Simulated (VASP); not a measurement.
# ZnSN4 (F-43m) in VASP: single point with PBEsol

Aim: the single point of ZnSN4 with PBEsol.

All numbers are computed with VASP 6.6.1; they aren't measurements. Logs are shortened: lines on timing, memory, paths and dates and some standing lists are left out, and cuts for length are marked.

## Step 1: The cell of the first run

The structure is cubic, space group F-43m (No. 216). Conventional cell: a = 7.218 Å, b = 7.218 Å, c = 7.218 Å, α = 90.00°, β = 90.00°, γ = 90.00°. S (site symmetry -43m) has 4 N at 1.50 Å within 2.0 Å. Within 2.0 Å of N (site symmetry 3m) lie 1 S at 1.50 Å and 1 Zn at 1.63 Å. Zn (site symmetry -43m) has 4 N at 1.63 Å within 2.2 Å.

## Step 2: Single point, PBEsol

Input file INCAR:

```
SYSTEM = ZnSN4
PREC = Accurate
ENCUT = 520
EDIFF = 1E-7
ISMEAR = -1
SIGMA = 0.1
LREAL = .False.
LASPH = .True.
NELM = 60
ALGO = Normal
ISIF = 2
LWAVE = .False.
LCHARG = .False.
GGA = PS
NBANDS = 28
```

Input file KPOINTS:

```
Automatic mesh
0
Gamma
  8 8 8
  0 0 0
```

Input file POSCAR:

```
ZnSN4
1.0
    0.0000000000      3.6089250000      3.6089250000
    3.6089250000      0.0000000000      3.6089250000
    3.6089250000      3.6089250000      0.0000000000
S N Zn
1 4 1
Direct
    0.0000000000      0.0000000000      0.0000000000
    0.8800000000      0.8800000000      0.8800000000
    0.8800000000      0.8800000000      0.3600000000
    0.3600000000      0.8800000000      0.8800000000
    0.8800000000      0.3600000000      0.8800000000
    0.7500000000      0.7500000000      0.7500000000
```

Potentials or basis: VASP PAW PBE potentials, release 64 (S, N, Zn).

The run is started by

```sh
> cat potpaw_PBE.64/S/POTCAR potpaw_PBE.64/N/POTCAR potpaw_PBE.64/Zn/POTCAR > POTCAR
> mpirun -np 1 vasp_std > vasp.out
```

OUTCAR:

```text
SYSTEM = ZnSN4
   PREC = Accurate
   ENCUT = 520
   EDIFF = 1E-7
   ISMEAR = -1
   LREAL = .False.
   LASPH = .True.
   NELM = 60
   ISIF = 2
   GGA = PS

 ion  position               nearest neighbor table
   1  0.000  0.000  0.000-   2 1.50   3 1.50   4 1.50   5 1.50
   2  0.880  0.880  0.880-   1 1.50   6 1.63
   3  0.880  0.880  0.360-   1 1.50   6 1.63
   4  0.360  0.880  0.880-   1 1.50   6 1.63
   5  0.880  0.360  0.880-   1 1.50   6 1.63
   6  0.750  0.750  0.750-   3 1.63   4 1.63   5 1.63   2 1.63

  LATTYP: Found a face centered cubic cell.
 ALAT       =     7.2178500000

  Lattice vectors:

 A1 = (   0.0000000000,   3.6089250000,   3.6089250000)
 A2 = (   3.6089250000,   0.0000000000,   3.6089250000)
 A3 = (   3.6089250000,   3.6089250000,   0.0000000000)

Analysis of symmetry for initial positions (statically):
=====================================================================
 Subroutine PRICEL returns:
 Original cell was already a primitive cell.

 Routine SETGRP: Setting up the symmetry group for a
 face centered cubic supercell.

 Subroutine GETGRP returns: Found 24 space group operations
 (whereof 24 operations were pure point group operations)
 out of a pool of 48 trial point group operations.

The static configuration has the point symmetry T_d .

Analysis of symmetry for dynamics (positions and initial velocities):
=====================================================================
 Subroutine PRICEL returns:
 Original cell was already a primitive cell.

 Routine SETGRP: Setting up the symmetry group for a
 face centered cubic supercell.

 Subroutine GETGRP returns: Found 24 space group operations
 (whereof 24 operations were pure point group operations)
 out of a pool of 48 trial point group operations.

The dynamic configuration has the point symmetry T_d .

 Subroutine INISYM returns: Found 24 space group operations
 (whereof 24 operations are pure point group operations),
 and found     1 'primitive' translations

----------------------------------------------------------------------------------------

                                     Primitive cell

  volume of cell :      94.0077

  direct lattice vectors                    reciprocal lattice vectors
     0.000000000  3.608925000  3.608925000    -0.138545412  0.138545412  0.138545412
[... 88 lines left out ...]
   ISPIN  =      1    spin polarized calculation?
   LNONCOLLINEAR =      F non collinear calculations
   LSORBIT =      F    spin-orbit coupling
   LASPH  =      T    aspherical Exc in radial PAW
   ENCUT  =  520.0 eV  38.22 Ry    6.18 a.u.   9.49  9.49  9.49*2*pi/ulx,y,z
   NELM   =     60;   NELMIN=  2; NELMDL= -5     # of ELM steps
   EDIFF  = 0.1E-06   stopping-criterion for ELM
   LREAL  =      F    real-space projection
   EDIFFG = 0.1E-05   stopping-criterion for IOM
   NSW    =      0    number of steps for IOM
   IBRION =     -1    ionic relax: 0-MD 1-quasi-New 2-CG
   NFREE  =      0    steps in history (QN), initial steepest desc. (CG)
   ISIF   =      2    stress and relaxation
   ISYM   =      2    0-nonsym 1-usesym 2-fastsym
   POTIM  = 0.5000    time-step for ionic-motion
   TEBEG  =    0.0;   TEEND  =   0.0 temperature during run
   PSTRESS=    0.0 pullay stress
   NELECT =      38.0000    total number of electrons
   NUPDOWN=      -1.0000    fix difference up-down
   EMIN   =  10.00;   EMAX   =-10.00  energy-range for DOS
   EFERMI =   0.00;   METHOD = LEGACY
   ISMEAR =    -1;   SIGMA  =   0.10  broadening in eV -4-tet -1-fermi 0-gaus
   EFERMI_NEDOS =   21; number of points for ismear=-14 and -15
   IALGO  =     38    algorithm
   IMIX   =      4    mixing-type and parameters
     AMIX     =   0.40;   BMIX     =  1.00
     AMIX_MAG =   1.60;   BMIX_MAG =  1.00
  volume/ion in A,a.u.               =      15.67       105.73
  Fermi-wavevector in a.u.,A,eV,Ry     =   1.210454  2.287426 19.935231  1.465198
  Thomas-Fermi vector in A             =   2.346000
   LORBIT       =      0    0 simple, 1 ext, 2 COOP (PROOUT), +10 PAW based schemes
   GGA     = PS    functional components
   LHFCALC =     F    Hartree Fock is set to
   AEXX    =    0.0000 exact exchange contribution
   IVDW    =     0    specifies the selected vdW correction
   LEPSILON=     F    determine dielectric tensor
   LRPA    =     F    only Hartree local field effects (RPA)
 non-spin polarized calculation
  energy-cutoff  :      520.00
  volume of cell :       94.01
 maximum number of plane-waves:      2637
 NGX is ok and might be reduce to    40
   NGX = 19   NGY = 19   NGZ = 19

 number of electron      38.0000016 magnetization

 Free energy of the ion-electron system (eV)
  ---------------------------------------------------
  ext. energy  EPLUGINS =         0.00000000
  ---------------------------------------------------
  free energy    TOTEN  =       -28.79364021 eV

  energy without entropy =      -28.50502051  energy(sigma->0) =      -28.64933036

 E-fermi :   0.5214     XC(G=0):  -8.2433

 val. band max:        0.5203554105   @ k =   0.3750   0.2500   0.0000
 cond. band min:       0.5249872659   @ k =  -0.2500   0.3750   0.1250
 fundamental gap:      0.0046318554
 Fermi energy:         0.5214155778

 k-point     1 :       0.0000    0.0000    0.0000
  band No.  band energies     occupation
      1     -21.1957      2.00000
      2     -15.4774      2.00000
      3     -15.4774      2.00000
      4     -15.4774      2.00000
      5     -11.2211      2.00000
      6      -8.9456      2.00000
[... 733 lines left out ...]
     27      10.7001      0.00000
     28      11.5708      0.00000

 [... further k-points ...]
[... 5 lines left out ...]
  --------------------------------------------------------------------------------------
  -------------------------------------------------------------------------------------
  Total       20.2794315     20.2794315     20.2794315     -0.0000000      0.0000000     -0.0000000
  in kB      345.6231253    345.6231253    345.6231253     -0.0000000      0.0000000     -0.0000000
  external PRESSURE =     345.6231253 kB  Pullay stress =       0.0000000 kB

 VOLUME and BASIS-vectors are now :
 -----------------------------------------------------------------------------
  energy-cutoff  :      520.00
  volume of cell :       94.01
      direct lattice vectors                 reciprocal lattice vectors
     0.000000000  3.608925000  3.608925000    -0.138545412  0.138545412  0.138545412
     3.608925000  0.000000000  3.608925000     0.138545412 -0.138545412  0.138545412
     3.608925000  3.608925000  0.000000000     0.138545412  0.138545412 -0.138545412

 POSITION                                       TOTAL-FORCE (eV/Angst)
 -----------------------------------------------------------------------------------
      0.00000      0.00000      0.00000         0.000000      0.000000      0.000000
      6.35171      6.35171      6.35171         4.231220      4.231220      4.231220
      4.47507      4.47507      6.35171        -4.231220     -4.231220      4.231220
      6.35171      4.47507      4.47507         4.231220     -4.231220     -4.231220
      4.47507      6.35171      4.47507        -4.231220      4.231220     -4.231220
      5.41339      5.41339      5.41339         0.000000      0.000000      0.000000
 -----------------------------------------------------------------------------------
    total drift:                                0.000004      0.000004      0.000002

  FREE ENERGIE OF THE ION-ELECTRON SYSTEM (eV)
  ---------------------------------------------------
  free  energy   TOTEN  =       -28.7936402099 eV

  energy  without entropy=      -28.5050205108  energy(sigma->0) =      -28.64933036
```

Wall time 50 s (1 thread of Intel Xeon 6975P-C (Granite Rapids), shared host); peak memory 0.27 GiB.

Results:

- Free energy: -28.7936 eV
- Pressure: 34.6 GPa
- Largest force: 7.329 eV/Å
- Band gap on the k mesh: zero (band 19 reaches 0.78 eV, above the bottom of band 20 at 0.44 eV)

Forces in eV/Å, atoms in the order of the input:
```
S    0.000  0.000  0.000
N    4.231  4.231  4.231
N   -4.231 -4.231  4.231
N    4.231 -4.231 -4.231
N   -4.231  4.231 -4.231
Zn   0.000  0.000  0.000
```

Levels at points of the mesh, in eV from the Fermi level:
| k point | band 15 | band 16 | band 17 | band 18 | band 19 | band 20 | band 21 | band 22 | band 23 | band 24 |
| --- | --- | --- | --- | --- | --- | --- | --- | --- | --- | --- |
| (0.00, 0.00, 0.00) | -2.58 | -0.68 | -0.68 | -0.68 | 0.26 | 0.26 | 0.26 | 4.95 | 7.14 | 7.14 |
| (0.50, 0.00, 0.00) | -2.85 | -2.85 | -1.74 | -1.74 | 0.17 | 0.17 | 0.27 | 6.64 | 7.31 | 8.52 |
| (0.50, 0.50, 0.00) | -3.11 | -2.89 | -2.61 | -2.47 | -0.14 | 0.25 | 0.25 | 7.80 | 8.07 | 8.79 |

Caveat: the PAW data sets were made with another functional, which shifts forces and pressure a little.
